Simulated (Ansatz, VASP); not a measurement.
# Zr: VASP beside Ansatz

```xyz
2
Lattice="3.2320 0.0000 0.0000 -1.6160 2.7990 0.0000 0.0000 0.0000 5.1470" Properties=species:S:1:pos:R:3 pbc="T T T"
Zr    1.6160    0.9330    3.8603
Zr    0.0000    1.8660    1.2868
```

Alike in both runs: functional BLYP; k mesh 9 × 9 × 5; occupations fermi-dirac, width 0.05 eV; no spin polarisation.

```csv
,VASP,Ansatz
version,VASP 6.6.1,Ansatz 0.2.0
potentials or method,"VASP PAW PBE potentials, release 64 (Zr_sv)",Ansatz PAW
plane-wave cutoff (eV),520,420
valence electrons in the cell,24,24
task,single point,band structure
```

|  | VASP | Ansatz | Ansatz less VASP |
| --- | --- | --- | --- |
| gap on the k mesh at the Fermi level (eV) | none | none | - |
| pressure (GPa) | 3.7 | 3.6 | -0.14 |
| traceless stress, the component that is largest in VASP (GPa) | 0.71 | 0.68 | -0.028 |

VASP's potentials were made for PBE, not for BLYP. A gap of «none» marks a metal or a gap that the smearing closes. The functional is the same, so the differences come from potentials, cutoffs and numerics.
